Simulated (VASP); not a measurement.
Wanted: the native input for a VASP 6.6.1 run.

```yaml
Task: single point
Functional: PBE
Potentials_or_basis: VASP PAW PBE potentials, release 64 (Cu)
Cutoff: 520 eV
k_mesh: 22 × 22 × 22
Occupations: gaussian, width 0.15 eV
Spin: no spin polarisation
Dipole_correction: no
Further_INCAR_settings: ALGO = Normal; EDIFF = 1e-06; NBANDS = 12
```

The structure of Cu lies in POSCAR:

```
Cu
1.0
   -1.3996000000      1.3996000000      1.3589500000
    1.3996000000     -1.3996000000      1.3589500000
    1.3996000000      1.3996000000     -1.3589500000
Cu
1
Direct
    0.0000000000      0.0000000000      0.0000000000
```

These files were run (other wordings do the same):

INCAR

```
SYSTEM = Cu
ALGO = Normal ; EDIFF = 1E-6
ENCUT = 520 ; GGA = PE
ISIF = 2 ; ISMEAR = 0
LASPH = .TRUE. ; LCHARG = .FALSE.
LREAL = .FALSE. ; LWAVE = .FALSE.
NBANDS = 12 ; NELM = 100
PREC = Accurate ; SIGMA = 0.15
```

KPOINTS

```
k-points
0
G
  22 22 22
  0 0 0
```

Potentials or basis: VASP PAW PBE potentials, release 64 (Cu).

The run is started by

```bash
$ cat potpaw_PBE.64/Cu/POTCAR > POTCAR
$ mpirun -np 1 vasp_std > vasp.out
```

Results of the run:

- Pressure: 23.0 GPa

Wall time 32 s on 1 thread of Intel(R) Xeon(R) 6975P-C (Granite Rapids) (shared host), peak memory 0.21 GiB.
